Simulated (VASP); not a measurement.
# Te (P3_121) in VASP: further runs, part 2 of 2

VASP 6.6.1.

### Step 4. Single point, PBE (strain along c alone, the other axes held: -3.0 %, then relaxed in part)

INCAR

```
SYSTEM = Te
ALGO = Normal
EDIFF = 1E-7
ENCUT = 520
GGA = PE
ISIF = 2
ISMEAR = 0
LASPH = .True.
LCHARG = .False.
LREAL = .False.
LWAVE = .False.
NBANDS = 16
NELM = 100
PREC = Accurate
SIGMA = 0.01
```

KPOINTS

```
k-points
0
Gamma
  12 12 6
  0 0 0
```

POSCAR

```
Te
1.0
    4.5226078920      0.0000000000      0.0000000000
   -2.2613039460      3.9166933258      0.0000000000
    0.0000000000      0.0000000000      5.7768053078
Te
3
Direct
    0.7253027604      0.0000000000      0.3333333333
    0.0000000000      0.7253027604      0.6666666667
    0.2746972396      0.2746972396      0.0000000000
```

Potentials or basis: VASP PAW PBE potentials, release 64 (Te).

The run is started by

```console
$ cat potpaw_PBE.64/Te/POTCAR > POTCAR
$ mpirun -np 1 vasp_std > vasp.out
```

OUTCAR:

```text
SYSTEM = Te
   EDIFF = 1E-7
   ENCUT = 520
   GGA = PE
   ISIF = 2
   ISMEAR = 0
   LASPH = .True.
   LREAL = .False.
   NELM = 100
   PREC = Accurate

 ion  position               nearest neighbor table
   1  0.725  0.000  0.333-   3 2.89   2 2.89   3 3.45   3 3.45   2 3.45   2 3.45
   2  0.000  0.725  0.667-   3 2.89   1 2.89   3 3.45   3 3.45   1 3.45   1 3.45
   3  0.275  0.275  0.000-   2 2.89   1 2.89   1 3.45   2 3.45   2 3.45   1 3.45

  LATTYP: Found a hexagonal cell.
 ALAT       =     4.5226078920
 C/A-ratio  =     1.2773173014

  Lattice vectors:

 A1 = (   4.5226078920,   0.0000000000,   0.0000000000)
 A2 = (  -2.2613039460,   3.9166933258,   0.0000000000)
 A3 = (   0.0000000000,   0.0000000000,   5.7768053078)

Analysis of symmetry for initial positions (statically):
=====================================================================
 Subroutine PRICEL returns:
 Original cell was already a primitive cell.

 Routine SETGRP: Setting up the symmetry group for a
 hexagonal supercell.

 Subroutine GETGRP returns: Found  6 space group operations
 (whereof  2 operations were pure point group operations)
 out of a pool of 24 trial point group operations.

The static configuration has the point symmetry C_2 .
 The point group associated with its full space group is D_3 .

Analysis of symmetry for dynamics (positions and initial velocities):
=====================================================================
 Subroutine PRICEL returns:
 Original cell was already a primitive cell.

 Routine SETGRP: Setting up the symmetry group for a
 hexagonal supercell.

 Subroutine GETGRP returns: Found  6 space group operations
 (whereof  2 operations were pure point group operations)
 out of a pool of 24 trial point group operations.

The dynamic configuration has the point symmetry C_2 .
[... 119 lines left out ...]
   IALGO  =     38    algorithm
   IMIX   =      4    mixing-type and parameters
     AMIX     =   0.40;   BMIX     =  1.00
     AMIX_MAG =   1.60;   BMIX_MAG =  1.00
  volume/ion in A,a.u.               =      34.11       230.18
  Fermi-wavevector in a.u.,A,eV,Ry     =   0.917276  1.733401 11.447889  0.841396
  Thomas-Fermi vector in A             =   2.042227
   LORBIT       =      0    0 simple, 1 ext, 2 COOP (PROOUT), +10 PAW based schemes
   GGA     = PE    functional components
   LHFCALC =     F    Hartree Fock is set to
   AEXX    =    0.0000 exact exchange contribution
   IVDW    =     0    specifies the selected vdW correction
   LEPSILON=     F    determine dielectric tensor
   LRPA    =     F    only Hartree local field effects (RPA)
 non-spin polarized calculation
 Gauss-broadening in eV      SIGMA  =   0.01
  energy-cutoff  :      520.00
  volume of cell :      102.33
 maximum number of plane-waves:      2782
 NGX is ok and might be reduce to    36
   NGX = 17   NGY = 17   NGZ = 21

 number of electron      18.0000001 magnetization

 Free energy of the ion-electron system (eV)
  ---------------------------------------------------
  ext. energy  EPLUGINS =         0.00000000
  ---------------------------------------------------
  free energy    TOTEN  =        -9.41409653 eV

  energy without entropy =       -9.41409653  energy(sigma->0) =       -9.41409653

 E-fermi :   6.0511     XC(G=0):  -9.0467

 val. band max:        5.9492114902   @ k =   0.3333   0.3333   0.5000
 cond. band min:       6.1449399167   @ k =   0.0000   0.0000   0.5000
 fundamental gap:      0.1957284265
 Fermi energy:         6.0511438210

 k-point     1 :       0.0000    0.0000    0.0000
  band No.  band energies     occupation
      1      -7.6600      2.00000
      2      -4.3204      2.00000
      3      -4.3204      2.00000
      4       2.7156      2.00000
      5       3.1150      2.00000
      6       3.1150      2.00000
[... 433 lines left out ...]
      3      -3.5949      2.00000
      4       1.9403      2.00000
      5       2.5684      2.00000
      6       2.8597      2.00000
[... 8 lines left out ...]
     15      11.5509      0.00000
     16      12.1841      0.00000

 [... further k-points ...]

------------------------ aborting loop because EDIFF is reached ----------------------------------------

  FORCE on cell =-STRESS in cart. coord.  units (eV):
  Direction    XX          YY          ZZ          XY          YZ          ZX
  --------------------------------------------------------------------------------------
  -------------------------------------------------------------------------------------
  Total        0.4212934      0.4212934      1.2342732      0.0000000     -0.0000000      0.0000000
  in kB        6.5962795      6.5962795     19.3252736      0.0000000     -0.0000000      0.0000000
  external PRESSURE =      10.8392775 kB  Pullay stress =       0.0000000 kB

 VOLUME and BASIS-vectors are now :
 -----------------------------------------------------------------------------
  energy-cutoff  :      520.00
  volume of cell :      102.33
      direct lattice vectors                 reciprocal lattice vectors
     4.522607892  0.000000000  0.000000000     0.221111364  0.127658706  0.000000000
    -2.261303946  3.916693326  0.000000000     0.000000000  0.255317411  0.000000000
     0.000000000  0.000000000  5.776805308     0.000000000  0.000000000  0.173106059

 POSITION                                       TOTAL-FORCE (eV/Angst)
 -----------------------------------------------------------------------------------
      3.28026      0.00000      1.92560        -0.010526     -0.000000     -0.000000
     -1.64013      2.84079      3.85120         0.005263     -0.009116     -0.000000
      0.62117      1.07590      0.00000         0.005263      0.009116      0.000000
 -----------------------------------------------------------------------------------
    total drift:                                0.000000      0.000000      0.000000

  FREE ENERGIE OF THE ION-ELECTRON SYSTEM (eV)
  ---------------------------------------------------
  free  energy   TOTEN  =        -9.4140965295 eV

  energy  without entropy=       -9.4140965295  energy(sigma->0) =       -9.41409653
```

OSZICAR:

```text
N       E                     dE             d eps       ncg     rms          rms(c)
DAV:   1     0.725084426224E+02    0.72508E+02   -0.64658E+03  3200   0.896E+02
DAV:   2    -0.469492317845E+01   -0.77203E+02   -0.73452E+02  4264   0.133E+02
DAV:   3    -0.934497210790E+01   -0.46500E+01   -0.46314E+01  3976   0.369E+01
DAV:   4    -0.942690104628E+01   -0.81929E-01   -0.81918E-01  4888   0.564E+00
DAV:   5    -0.942810886553E+01   -0.12078E-02   -0.12078E-02  4248   0.587E-01    0.122E+01
DAV:   6    -0.941567568882E+01    0.12433E-01   -0.15085E-02  4120   0.737E-01    0.771E+00
DAV:   7    -0.941449379904E+01    0.11819E-02   -0.33110E-02  3960   0.110E+00    0.269E-01
DAV:   8    -0.941402898890E+01    0.46481E-03   -0.56196E-03  3776   0.408E-01    0.143E-01
DAV:   9    -0.941405836445E+01   -0.29376E-04   -0.15904E-04  4800   0.804E-02    0.105E-01
DAV:  10    -0.941409904787E+01   -0.40683E-04   -0.49028E-05  4000   0.426E-02    0.230E-02
DAV:  11    -0.941409589955E+01    0.31483E-05   -0.11667E-05  4248   0.206E-02    0.102E-02
DAV:  12    -0.941409622756E+01   -0.32801E-06   -0.13151E-06  4360   0.647E-03    0.288E-03
DAV:  13    -0.941409649328E+01   -0.26572E-06   -0.54385E-07  3904   0.416E-03    0.277E-03
DAV:  14    -0.941409652946E+01   -0.36177E-07   -0.41525E-08  3296   0.120E-03
   1 F= -.94140965E+01 E0= -.94140965E+01  d E =-.809061E-43
```

stdout:

```text
POSCAR found type information on POSCAR Te
 POSCAR found :  1 types and       3 ions
 scaLAPACK will be used
 LDA part: xc-table for (Slater+PW92), standard interpolation
 POSCAR, INCAR and KPOINTS ok, starting setup
 FFT: planning ... GRIDC
 FFT: planning ... GRID_SOFT
 FFT: planning ... GRID
 WAVECAR not read
 entering main loop
```

It took 89 s on 1 thread of Intel Xeon 6975P-C (Granite Rapids), shared host; peak memory 0.3 GiB.

What came out:

* Free energy: -9.4141 eV
* Pressure: 1.1 GPa
* Largest force: 0.011 eV/Å
* Band gap on the k mesh: 0.20 eV (least direct gap 0.37 eV)

Forces on the atoms (eV/Å):
```
Te  -0.011  0.000  0.000
Te   0.005 -0.009  0.000
Te   0.005  0.009  0.000
```

Caveat: the cell differs from its parent crystal (strain along c alone, the other axes held: -3.0 %, then relaxed in part); spin-orbit coupling is left out, which moves the levels of the heavy elements. A k mesh can miss the band edges.

### Step 5. Single point, PBE

This run uses another cell than the first one, of 34.11 Å³/atom.

INCAR

```
  PREC = Accurate
  ENCUT = 520
  EDIFF = 1E-6
  ISMEAR = 0
  SIGMA = 0.01
  LREAL = False
  LASPH = True
  NELM = 60
  ALGO = Normal
  ISIF = 2
  LWAVE = False
  LCHARG = True
  GGA = PE
  LELF = True
  LVHAR = True
  NBANDS = 16
```

KPOINTS

```
Automatic mesh
0
Gamma
  12 12 6
```

POSCAR is that of step 4.

The run is started by

```console
$ cat potpaw_PBE.64/Te/POTCAR > POTCAR
$ mpirun -np 1 vasp_std > vasp.out
```

Run time: 74 s. Hardware: 1 thread of Intel Xeon 6975P-C (Granite Rapids), shared host; peak memory 0.3 GiB.

The run converged. Its results:

```yaml
Free_energy: -9.4141 eV
Pressure: 1.1 GPa
Largest_force: 0.011 eV/Å
Band_gap_on_the_k_mesh: 0.20 eV (least direct gap 0.36 eV)
```

Forces on the atoms (eV/Å):
```
Te  -0.011  0.000  0.000
Te   0.005 -0.009  0.000
Te   0.005  0.009  0.000
```

Stress tensor (GPa, compression positive):
```
0.66 0.00 0.00
0.00 0.66 0.00
0.00 0.00 1.93
```

Levels at points of the mesh, in eV from the valence-band top:
| k point | band 5 | band 6 | band 7 | band 8 | band 9 | band 10 | band 11 | band 12 | band 13 | band 14 |
| --- | --- | --- | --- | --- | --- | --- | --- | --- | --- | --- |
| (0.00, 0.00, 0.00) | -2.83 | -2.83 | -1.84 | -1.84 | -1.08 | 0.99 | 0.99 | 1.36 | 5.00 | 5.00 |
| (0.50, 0.00, 0.00) | -4.40 | -3.74 | -3.48 | -0.99 | -0.82 | 0.75 | 0.76 | 2.83 | 3.71 | 7.12 |
| (0.00, 0.00, 0.50) | -2.84 | -2.84 | -1.39 | -1.17 | -1.17 | 0.20 | 0.20 | 0.33 | 4.14 | 4.99 |
| (0.50, 0.00, 0.50) | -3.69 | -3.67 | -2.58 | -2.21 | -0.05 | 0.89 | 2.05 | 2.46 | 4.63 | 5.30 |

Caveat: spin-orbit coupling is left out, which moves the levels of the heavy elements. A k mesh can miss the band edges.

### Step 6. Single point, PBE (strain along c alone, the other axes held: -1.5 %, then relaxed in part)

INCAR

```
  PREC = Accurate
  ENCUT = 520
  EDIFF = 1E-6
  ISMEAR = 0
  SIGMA = 0.01
  LREAL = False
  LASPH = True
  NELM = 100
  ALGO = Normal
  ISIF = 2
  LWAVE = False
  LCHARG = False
  GGA = PE
  NBANDS = 16
```

KPOINTS

```
regular mesh
0
Gamma
  12 12 6
```

POSCAR

```
Te
1.0
    4.5226078920      0.0000000000      0.0000000000
   -2.2613039460      3.9166933258      0.0000000000
    0.0000000000      0.0000000000      5.8661373486
Te
3
Direct
    0.7286393104      0.0000000000      0.3333333333
    0.0000000000      0.7286393104      0.6666666667
    0.2713606896      0.2713606896      0.0000000000
```

Potentials or basis: VASP PAW PBE potentials, release 64 (Te).

The run is started by

```console
$ cat potpaw_PBE.64/Te/POTCAR > POTCAR
$ mpirun -np 1 vasp_std > vasp.out
```

OUTCAR:

```text
PREC = Accurate
   ENCUT = 520
   EDIFF = 1E-6
   ISMEAR = 0
   LREAL = False
   LASPH = True
   NELM = 100
   ISIF = 2
   GGA = PE

 ion  position               nearest neighbor table
   1  0.729  0.000  0.333-   3 2.89   2 2.89   3 3.48   3 3.48   2 3.48   2 3.48
   2  0.000  0.729  0.667-   3 2.89   1 2.89   3 3.48   3 3.48   1 3.48   1 3.48
   3  0.271  0.271  0.000-   2 2.89   1 2.89   1 3.48   2 3.48   2 3.48   1 3.48

  LATTYP: Found a hexagonal cell.
 ALAT       =     4.5226078920
 C/A-ratio  =     1.2970696308

  Lattice vectors:

 A1 = (   4.5226078920,   0.0000000000,   0.0000000000)
 A2 = (  -2.2613039460,   3.9166933258,   0.0000000000)
 A3 = (   0.0000000000,   0.0000000000,   5.8661373486)

Analysis of symmetry for initial positions (statically):
=====================================================================
 Subroutine PRICEL returns:
 Original cell was already a primitive cell.

 Routine SETGRP: Setting up the symmetry group for a
 hexagonal supercell.

 Subroutine GETGRP returns: Found  6 space group operations
 (whereof  2 operations were pure point group operations)
 out of a pool of 24 trial point group operations.

[... 168 lines left out ...]

 val. band max:        5.7192558463   @ k =   0.3333   0.3333   0.5000
 cond. band min:       6.0114679835   @ k =   0.3333   0.3333   0.5000
 fundamental gap:      0.2922121372
 Fermi energy:         5.7834880673

 k-point     1 :       0.0000    0.0000    0.0000
  band No.  band energies     occupation
      1      -7.7624      2.00000
      2      -4.5133      2.00000
      3      -4.5133      2.00000
      4       2.6193      2.00000
      5       2.9507      2.00000
      6       2.9507      2.00000
[... 433 lines left out ...]
      3      -3.7874      2.00000
      4       1.7957      2.00000
      5       2.4411      2.00000
      6       2.7406      2.00000
[... 8 lines left out ...]
     15      11.4386      0.00000
     16      11.9799      0.00000

 [... further k-points ...]

------------------------ aborting loop because EDIFF is reached ----------------------------------------

  FORCE on cell =-STRESS in cart. coord.  units (eV):
  Direction    XX          YY          ZZ          XY          YZ          ZX
  --------------------------------------------------------------------------------------
  -------------------------------------------------------------------------------------
  Total        0.1857019      0.1857019      0.6058758      0.0000000      0.0000000      0.0000000
  in kB        2.8632958      2.8632958      9.3418618      0.0000000      0.0000000      0.0000000
  external PRESSURE =       5.0228178 kB  Pullay stress =       0.0000000 kB

 VOLUME and BASIS-vectors are now :
 -----------------------------------------------------------------------------
  energy-cutoff  :      520.00
  volume of cell :      103.91
      direct lattice vectors                 reciprocal lattice vectors
     4.522607892  0.000000000  0.000000000     0.221111364  0.127658706  0.000000000
    -2.261303946  3.916693326  0.000000000     0.000000000  0.255317411  0.000000000
     0.000000000  0.000000000  5.866137349     0.000000000  0.000000000  0.170469926

 POSITION                                       TOTAL-FORCE (eV/Angst)
 -----------------------------------------------------------------------------------
      3.29535      0.00000      1.95538        -0.008733      0.000000      0.000000
     -1.64767      2.85386      3.91076         0.004367     -0.007563     -0.000000
      0.61363      1.06284      0.00000         0.004367      0.007563     -0.000000
 -----------------------------------------------------------------------------------
    total drift:                                0.000000      0.000000      0.000000

  FREE ENERGIE OF THE ION-ELECTRON SYSTEM (eV)
  ---------------------------------------------------
  free  energy   TOTEN  =        -9.4278137522 eV

  energy  without entropy=       -9.4278137522  energy(sigma->0) =       -9.42781375
```

Run time: 62 s. Hardware: 1 thread of Intel Xeon 6975P-C (Granite Rapids), shared host; peak memory 0.31 GiB.

What came out:

```
Free energy            : -9.4278 eV
Pressure               : 0.5 GPa
Largest force          : 0.009 eV/Å
Band gap on the k mesh : 0.29 eV
```

Forces in eV/Å, atoms in the order of the input:
```
Te  -0.009  0.000  0.000
Te   0.004 -0.008  0.000
Te   0.004  0.008  0.000
```

Stress tensor (GPa, compression positive):
```
0.29 0.00 0.00
0.00 0.29 0.00
0.00 0.00 0.93
```

Caveat: the cell differs from its parent crystal (strain along c alone, the other axes held: -1.5 %, then relaxed in part); spin-orbit coupling is left out, which moves the levels of the heavy elements.

### Step 7. Overview

| cell | k mesh | smearing | gap on the mesh (eV) | pressure (GPa) | largest force (eV/Å) |
| --- | --- | --- | --- | --- | --- |
| a = 4.551, b = 4.551, c = 5.932 Å, angles 90.0, 90.0, 120.0°, 3 atoms, atomic positions A | 6 × 6 × 4 | gaussian 0.1 eV | 0.27 | -0.1 | 0.01 |
| a = 4.523, b = 4.523, c = 5.687 Å, angles 90.0, 90.0, 120.0°, 3 atoms, atomic positions B | 12 × 12 × 6 | gaussian 0.01 eV | 0.01 | 1.7 | 0.01 |
| a = 4.523, b = 4.523, c = 5.777 Å, angles 90.0, 90.0, 120.0°, 3 atoms, atomic positions C | 12 × 12 × 6 | gaussian 0.01 eV | 0.20 | 1.1 | 0.01 |
| a = 4.523, b = 4.523, c = 5.866 Å, angles 90.0, 90.0, 120.0°, 3 atoms, atomic positions D | 12 × 12 × 6 | gaussian 0.01 eV | 0.29 | 0.5 | 0.01 |

Alike in all rows: task single point; level PBE; potentials or basis VASP PAW PBE potentials, release 64 (Te); no spin polarisation; cutoff (eV) 520.

Caveats: spin-orbit coupling is left out, which moves the levels of the heavy elements.

Total energies depend on the potentials used, so only differences within one code and one set of settings carry meaning.
